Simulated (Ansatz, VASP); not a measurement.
## CdTe: VASP beside Ansatz

Contents of INCAR:

```
  PREC = Accurate
  ENCUT = 520
  EDIFF = 1E-6
  ISMEAR = -1
  SIGMA = 0.05
  LREAL = False
  LASPH = True
  NELM = 60
  ALGO = Normal
  ISIF = 2
  LWAVE = False
  LCHARG = True
  GGA = PE
  IVDW = 12
  LELF = True
  LVHAR = True
  NBANDS = 16
```

The input KPOINTS:

```
regular mesh
0
Gamma
  7 7 7
```

Contents of POSCAR:

```
CdTe
1.0
    0.0000000000      3.2050000000      3.2050000000
    3.2050000000      0.0000000000      3.2050000000
    3.2050000000      3.2050000000      0.0000000000
Te Cd
1 1
Direct
    0.7500000000      0.7500000000      0.7500000000
    0.0000000000      0.0000000000      0.0000000000
```

File input.yaml:

```yaml
crystal:
  lattice:
    - [0.0, 3.205, 3.205]
    - [3.205, 0.0, 3.205]
    - [3.205, 3.205, 0.0]
  atoms:
    - { symbol: Te, position: [0.75, 0.75, 0.75] }
    - { symbol: Cd, position: [0.0, 0.0, 0.0] }
hamiltonian:
  xc: pbe
  pseudopotentials: { kind: paw }
  dispersion: d3bj
kpoints:
  mp_grid: { grid: [7, 7, 7] }
scf:
  occupations: { method: fermi_dirac, width: 0.05 }
output:
  forces: true
  stress: true
  eigenvalues: true
  write_density: true
  write_potential: true
  elf: true
  volumetric_format: npy
```

Alike in both runs: task single point; functional PBE; dispersion D3(BJ); k mesh 7 × 7 × 7; occupations fermi-dirac, width 0.05 eV; no spin polarisation.

|  | VASP | Ansatz |
| --- | --- | --- |
| version | VASP 6.6.1 | Ansatz 0.2.0 |
| potentials or method | VASP PAW PBE potentials, release 64 (Te, Cd) | Ansatz PAW |
| plane-wave cutoff (eV) | 520 | 420 |
| valence electrons in the cell | 18 | 36 |

VASP gave:

```
gap on the k mesh at the Fermi level (eV) : 0.87
least direct gap on the mesh (eV)         : 0.87
pressure (GPa)                            : 2.4
```

Which values does Ansatz return?

gap on the k mesh at the Fermi level (eV): 0.87; least direct gap on the mesh (eV): 0.87; pressure (GPa): 2.2.

VASP's potentials hold 18 valence electrons a cell and Ansatz's 36, so a difference there can come from the potentials and not from the codes.

Spin-orbit coupling is off throughout. Noted on Ansatz's run: odd divisions of the mesh miss points on the zone boundary, where band edges often lie, so the gap on the mesh can be too wide.
